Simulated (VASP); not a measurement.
# TiH2 (I4/mmm) in VASP: further runs

Runs on TiH2. Level: PBEsol. Tasks: relaxation of shape and atoms at fixed volume.

Everything below comes from runs of VASP 6.6.1. Logs are shortened: lines on timing, memory, paths and dates and some standing lists are left out, and cuts for length are marked.

**1. The cell of the first run**

The structure is tetragonal, space group I4/mmm (No. 139). Conventional cell: a = 3.121 Å, b = 3.121 Å, c = 4.030 Å, α = 90.00°, β = 90.00°, γ = 90.00°. Ti (site symmetry 4/mmm) has 8 H at 1.86 Å within 2.5 Å. Within 2.5 Å of H (site symmetry -4m2) lie 4 Ti at 1.86 Å and 6 H at 2.01 to 2.21 Å.

**2. Relaxation of shape and atoms at fixed volume, PBEsol (6.54 Å³/atom)**

Input file INCAR:

```
ALGO = Normal ; EDIFF = 1E-7
EDIFFG = -0.01 ; ENCUT = 600
GGA = PS ; IBRION = 2
ISIF = 4 ; ISMEAR = 0
LASPH = True ; LCHARG = False
LREAL = False ; LWAVE = False
NELM = 80 ; NSW = 50
PREC = Accurate ; SIGMA = 0.1
```

Input file KPOINTS:

```
k-points
0
Gamma
  18 18 18
```

Input file POSCAR:

```
TiH2
1.0
   -1.5604536064      1.5604536064      2.0149787164
    1.5604536064     -1.5604536064      2.0149787164
    1.5604536064      1.5604536064     -2.0149787164
Ti H
1 2
Direct
    0.0000000000      0.0000000000      0.0000000000
    0.7500000000      0.2500000000      0.5000000000
    0.2500000000      0.7500000000      0.5000000000
```

Potentials or basis: VASP PAW PBE potentials, release 64 (Ti_sv, H).

Launch:

```
$ cat potpaw_PBE.64/Ti_sv/POTCAR potpaw_PBE.64/H/POTCAR > POTCAR
$ mpirun -np 1 vasp_std > vasp.out
```

OUTCAR:

```text
EDIFF = 1E-7
   EDIFFG = -0.01
   ENCUT = 600
   GGA = PS
   IBRION = 2
   ISIF = 4
   ISMEAR = 0
   LASPH = True
   LREAL = False
   NELM = 80
   NSW = 50
   PREC = Accurate

 ion  position               nearest neighbor table
   1  0.000  0.000  0.000-   2 1.86   3 1.86   2 1.86   3 1.86   2 1.86   3 1.86   2 1.86   3 1.86

   2  0.750  0.250  0.500-   1 1.86   1 1.86   1 1.86   1 1.86
   3  0.250  0.750  0.500-   1 1.86   1 1.86   1 1.86   1 1.86

  LATTYP: Found a body centered tetragonal cell.
 ALAT       =     3.1209072128
 C/A-ratio  =     1.2912775543

  Lattice vectors:

 A1 = (  -1.5604536064,   1.5604536064,   2.0149787164)
 A2 = (   1.5604536064,  -1.5604536064,   2.0149787164)
 A3 = (   1.5604536064,   1.5604536064,  -2.0149787164)

Analysis of symmetry for initial positions (statically):
=====================================================================
 Subroutine PRICEL returns:
 Original cell was already a primitive cell.

 Routine SETGRP: Setting up the symmetry group for a
 body centered tetragonal supercell.

 Subroutine GETGRP returns: Found 16 space group operations
 (whereof 16 operations were pure point group operations)
 out of a pool of 16 trial point group operations.

The static configuration has the point symmetry D_4h.

Analysis of symmetry for dynamics (positions and initial velocities):
=====================================================================
 Subroutine PRICEL returns:
 Original cell was already a primitive cell.

 Routine SETGRP: Setting up the symmetry group for a
 body centered tetragonal supercell.

 Subroutine GETGRP returns: Found 16 space group operations
 (whereof 16 operations were pure point group operations)
 out of a pool of 16 trial point group operations.

The dynamic configuration has the point symmetry D_4h.

 Subroutine INISYM returns: Found 16 space group operations
 (whereof 16 operations are pure point group operations),
 and found     1 'primitive' translations

----------------------------------------------------------------------------------------

                                     Primitive cell

  volume of cell :      19.6260

  direct lattice vectors                    reciprocal lattice vectors
    -1.560453606  1.560453606  2.014978716     0.000000000  0.320419651  0.248141579
     1.560453606 -1.560453606  2.014978716     0.320419651  0.000000000  0.248141579
     1.560453606  1.560453606 -2.014978716     0.320419651  0.320419651  0.000000000

  length of vectors
     2.988339027  2.988339027  2.988339027     0.405269041  0.405269041  0.453141816

  position of ions in fractional coordinates (direct lattice)
     0.000000000  0.000000000  0.000000000
     0.750000000  0.250000000  0.500000000
     0.250000000  0.750000000  0.500000000

  ion indices of the primitive-cell ions
   primitive index   ion index
                 1           1
                 2           2
                 3           3

----------------------------------------------------------------------------------------

 KPOINTS: k-points

Automatic generation of k-mesh.
 Grid dimensions read from file:
 generate k-points for:   18   18   18

 Generating k-lattice:

  Cartesian coordinates                     Fractional coordinates (reciprocal lattice)
     0.000000000  0.017801092  0.013785643     0.055555556  0.000000000  0.000000000
     0.017801092  0.000000000  0.013785643     0.000000000  0.055555556  0.000000000
     0.017801092  0.017801092  0.000000000     0.000000000  0.000000000  0.055555556

  Length of vectors
     0.022514947  0.022514947  0.025174545

  Shift w.r.t. Gamma in fractional coordinates (k-lattice)
     0.000000000  0.000000000  0.000000000

 Subroutine IBZKPT returns following result:
 ===========================================

 Found    480 irreducible k-points:

 Following reciprocal coordinates:
            Coordinates               Weight
  0.000000  0.000000  0.000000      1.000000
  0.055556 -0.000000  0.000000      8.000000
  0.111111 -0.000000  0.000000      8.000000
  0.166667  0.000000  0.000000      8.000000
  0.222222  0.000000 -0.000000      8.000000
  0.277778  0.000000  0.000000      8.000000
[... 16 lines left out ...]
 -0.277778  0.055556  0.000000     16.000000
 -0.222222  0.055556  0.000000     16.000000
 [... further k-points ...]
   k-points           NKPTS =    480   k-points in BZ     NKDIM =    480   number of bands    NBANDS=     11
   number of dos      NEDOS =    301   number of ions     NIONS =      3
   total plane-waves  NPLWV =  13824
   dimension x,y,z NGX =    24 NGY =   24 NGZ =   24
   dimension x,y,z NGXF=    48 NGYF=   48 NGZF=   48
   ions per type =               1   2
   NGX,Y,Z   is equivalent  to a cutoff of  13.35, 13.35, 13.35 a.u.
   NGXF,Y,Z  is equivalent  to a cutoff of  26.70, 26.70, 26.70 a.u.
 SYSTEM =  unknown system
   PREC   = accura    normal or accurate (medium, high low for compatibility)
   ISTART =      0    job   : 0-new  1-cont  2-samecut
   ICHARG =      2    charge: 1-file 2-atom 10-const
   ISPIN  =      1    spin polarized calculation?
   LNONCOLLINEAR =      F non collinear calculations
   LSORBIT =      F    spin-orbit coupling
   LASPH  =      T    aspherical Exc in radial PAW
   ENCUT  =  600.0 eV  44.10 Ry    6.64 a.u.   5.97  5.97  5.97*2*pi/ulx,y,z
   NELM   =     80;   NELMIN=  2; NELMDL= -5     # of ELM steps
   EDIFF  = 0.1E-06   stopping-criterion for ELM
   LREAL  =      F    real-space projection
   EDIFFG = -.1E-01   stopping-criterion for IOM
   NSW    =     50    number of steps for IOM
   IBRION =      2    ionic relax: 0-MD 1-quasi-New 2-CG
   NFREE  =      1    steps in history (QN), initial steepest desc. (CG)
   ISIF   =      4    stress and relaxation
   ISYM   =      2    0-nonsym 1-usesym 2-fastsym
   POTIM  = 0.5000    time-step for ionic-motion
   TEBEG  =    0.0;   TEEND  =   0.0 temperature during run
   PSTRESS=    0.0 pullay stress
   NELECT =      14.0000    total number of electrons
   NUPDOWN=      -1.0000    fix difference up-down
   EMIN   =  10.00;   EMAX   =-10.00  energy-range for DOS
   EFERMI =   0.00;   METHOD = LEGACY
   ISMEAR =     0;   SIGMA  =   0.10  broadening in eV -4-tet -1-fermi 0-gaus
   EFERMI_NEDOS =   21; number of points for ismear=-14 and -15
   IALGO  =     38    algorithm
   IMIX   =      4    mixing-type and parameters
     AMIX     =   0.40;   BMIX     =  1.00
     AMIX_MAG =   1.60;   BMIX_MAG =  1.00
  volume/ion in A,a.u.               =       6.54        44.15
  Fermi-wavevector in a.u.,A,eV,Ry     =   1.462761  2.764218 29.111985  2.139671
  Thomas-Fermi vector in A             =   2.578936
   LORBIT       =      0    0 simple, 1 ext, 2 COOP (PROOUT), +10 PAW based schemes
   GGA     = PS    functional components
   LHFCALC =     F    Hartree Fock is set to
   AEXX    =    0.0000 exact exchange contribution
   IVDW    =     0    specifies the selected vdW correction
   LEPSILON=     F    determine dielectric tensor
   LRPA    =     F    only Hartree local field effects (RPA)
 conjugate gradient relaxation of ions
 non-spin polarized calculation
 Gauss-broadening in eV      SIGMA  =   0.10
  energy-cutoff  :      600.00
  volume of cell :       19.63
 maximum number of plane-waves:       672
   NGX = 11   NGY = 11   NGZ = 11

--------------------------------------- Ionic step        1  -------------------------------------------

 number of electron      14.0000003 magnetization

 Free energy of the ion-electron system (eV)
  ---------------------------------------------------
  ext. energy  EPLUGINS =         0.00000000
  ---------------------------------------------------
  free energy    TOTEN  =       -16.60457452 eV

  energy without entropy =      -16.60013117  energy(sigma->0) =      -16.60235284

------------------------ aborting loop because EDIFF is reached ----------------------------------------

  FORCE on cell =-STRESS in cart. coord.  units (eV):
  Direction    XX          YY          ZZ          XY          YZ          ZX
  --------------------------------------------------------------------------------------
  -------------------------------------------------------------------------------------
  Total        1.3279758      1.3279758      1.2439973      0.0000000     -0.0000000      0.0000000
  in kB      108.4098046    108.4098046    101.5541905      0.0000000     -0.0000000      0.0000000
  external PRESSURE =     106.1245999 kB  Pullay stress =       0.0000000 kB
[... 59 lines left out ...]
  energy  without entropy=      -16.6002540861  energy(sigma->0) =      -16.60244953

--------------------------------------- Ionic step        3  -------------------------------------------

 number of electron      14.0000003 magnetization

 Free energy of the ion-electron system (eV)
  ---------------------------------------------------
  ext. energy  EPLUGINS =         0.00000000
  ---------------------------------------------------
  free energy    TOTEN  =       -16.60479724 eV

  energy without entropy =      -16.60056018  energy(sigma->0) =      -16.60267871

 E-fermi :   8.6432     XC(G=0): -12.1869

 val. band max:        8.6421056112   @ k =  -0.2222  -0.2778   0.1667
 cond. band min:       8.6438316064   @ k =  -0.1667   0.2222   0.0556
 fundamental gap:      0.0017259951
 Fermi energy:         8.6432292177

 k-point     1 :       0.0000    0.0000    0.0000
  band No.  band energies     occupation
      1     -48.1882      2.00000
      2     -24.3104      2.00000
      3     -24.3104      2.00000
      4     -24.2761      2.00000
      5      -2.3583      2.00000
      6       8.2131      2.00000
      7       8.2131      2.00000
      8       8.7101      0.34448
      9       9.5963      0.00000
     10       9.9457      0.00000
     11      10.6750      0.00000
[... 309 lines left out ...]
 k-point    24 :      -0.2222    0.0556    0.0000
  band No.  band energies     occupation
      1     -48.1547      2.00000
      2     -24.5107      2.00000
      3     -24.3475      2.00000
      4     -24.3093      2.00000
      5      -1.2522      2.00000
      6       5.3043      2.00000
      7       8.4864      1.97341
      8       8.9481      0.00002
      9       9.8317      0.00000
     10      10.5387      0.00000
     11      13.3085      0.00000

 [... further k-points ...]
[... 5 lines left out ...]
  --------------------------------------------------------------------------------------
  -------------------------------------------------------------------------------------
  Total        1.3021687      1.3021687      1.2632922      0.0000000      0.0000000      0.0000000
  in kB      106.3030302    106.3030302    103.1293316      0.0000000      0.0000000      0.0000000
  external PRESSURE =     105.2451307 kB  Pullay stress =       0.0000000 kB
[... 18 lines left out ...]
  FREE ENERGIE OF THE ION-ELECTRON SYSTEM (eV)
  ---------------------------------------------------
  free  energy   TOTEN  =       -16.6047972388 eV

  energy  without entropy=      -16.6005601753  energy(sigma->0) =      -16.60267871

 reached required accuracy - stopping structural energy minimisation
```

Run time: 3.6 min. Hardware: 1 thread of Intel Xeon 8259CL, shared host; peak memory 0.26 GiB.

What came out:

```
Free energy               : -16.6048 eV
Energy gained by relaxing : 0.1 meV/atom
Ionic steps               : 3
Pressure after relaxing   : 10.5 GPa
Band gap on the k mesh    : zero (bands 7 and 8 overlap by 0.75 eV)
```

Stress tensor (GPa, compression positive):
```
10.63  0.00  0.00
 0.00 10.63  0.00
 0.00  0.00 10.31
```

Step by step:
```
step  energy change (eV)  largest force (eV/Å)  pressure (GPa)  volume (Å³)
   1              0.0000                0.0000           10.61        19.63
   2             -0.0001                0.0000           10.58        19.63
   3             -0.0002                0.0000           10.52        19.63
```

Final structure:
```yaml
crystal:
  lattice:
    - [-1.56327, 1.56327, 2.00773]
    - [1.56327, -1.56327, 2.00773]
    - [1.56327, 1.56327, -2.00773]
  atoms:
    - { symbol: Ti, position: [0.00000, 0.00000, 0.00000] }
    - { symbol: H, position: [0.75000, 0.25000, 0.50000] }
    - { symbol: H, position: [0.25000, 0.75000, 0.50000] }
```

Caveat: the PAW data sets were made with another functional, which shifts forces and pressure a little.

**3. Relaxation of shape and atoms at fixed volume, PBEsol (6.75 Å³/atom)**

This run uses another cell than the first one, of 6.75 Å³/atom.

Input file INCAR:

```
  PREC = Accurate
  ENCUT = 600
  EDIFF = 1E-6
  ISMEAR = 0
  SIGMA = 0.1
  LREAL = F
  LASPH = T
  NELM = 80
  ALGO = Normal
  ISIF = 4
  LWAVE = F
  LCHARG = F
  GGA = PS
  IBRION = 2
  NSW = 50
  EDIFFG = -0.01
```

Input file KPOINTS:

```
regular mesh
0
Gamma
  18 18 18
```

Input file POSCAR:

```
TiH2
1.0
   -1.5720151800      1.5720151800      2.0488142944
    1.5720151800     -1.5720151800      2.0488142944
    1.5720151800      1.5720151800     -2.0488142944
Ti H
1 2
Direct
    0.0000000000      0.0000000000      0.0000000000
    0.7500000000      0.2500000000      0.5000000000
    0.2500000000      0.7500000000      0.5000000000
```

Potentials or basis: VASP PAW PBE potentials, release 64 (Ti_sv, H).

Launch:

```
$ cat potpaw_PBE.64/Ti_sv/POTCAR potpaw_PBE.64/H/POTCAR > POTCAR
$ mpirun -np 1 vasp_std > vasp.out
```

Wall time 3.3 min (1 thread of Intel Xeon 8259CL, shared host); peak memory 0.27 GiB.

Results (log left out):

- Free energy: -16.6351 eV
- Energy gained by relaxing: 0.1 meV/atom
- Ionic steps: 3
- Pressure after relaxing: 5.0 GPa
- Band gap on the k mesh: zero (bands 7 and 8 overlap by 0.73 eV)

Stress tensor (GPa, compression positive):
```
5.06 0.00 0.00
0.00 5.06 0.00
0.00 0.00 4.75
```

The path:
| step | energy change (eV) | largest force (eV/Å) | pressure (GPa) | volume (Å³) |
| --- | --- | --- | --- | --- |
| 1 | 0.0000 | 0.0000 | 5.03 | 20.25 |
| 2 | -0.0001 | 0.0000 | 5.01 | 20.25 |
| 3 | -0.0002 | 0.0000 | 4.96 | 20.25 |

Final structure:
```
CELL_PARAMETERS angstrom
-1.57443 1.57443 2.04253
1.57443 -1.57443 2.04253
1.57443 1.57443 -2.04253
ATOMIC_POSITIONS crystal
Ti 0.00000 0.00000 0.00000
H 0.75000 0.25000 0.50000
H 0.25000 0.75000 0.50000
```

Levels at points of the mesh, in eV from the Fermi level:
```csv
k point,band 3,band 4,band 5,band 6,band 7,band 8,band 9,band 10,band 11
"(0.00, 0.00, 0.00)",-33.03,-33.00,-10.84,-0.41,-0.41,0.02,0.88,1.29,1.93
"(0.50, 0.00, 0.00)",-33.12,-33.05,-7.54,-5.13,-0.52,0.20,2.35,2.69,5.30
"(0.50, 0.50, 0.00)",-33.18,-33.14,-5.87,-5.55,-3.29,2.38,2.59,2.89,7.32
"(0.50, 0.50, 0.50)",-33.24,-33.24,-6.71,-4.29,-3.19,2.64,2.69,2.69,7.23
```

Caveat: the PAW data sets were made with another functional, which shifts forces and pressure a little.
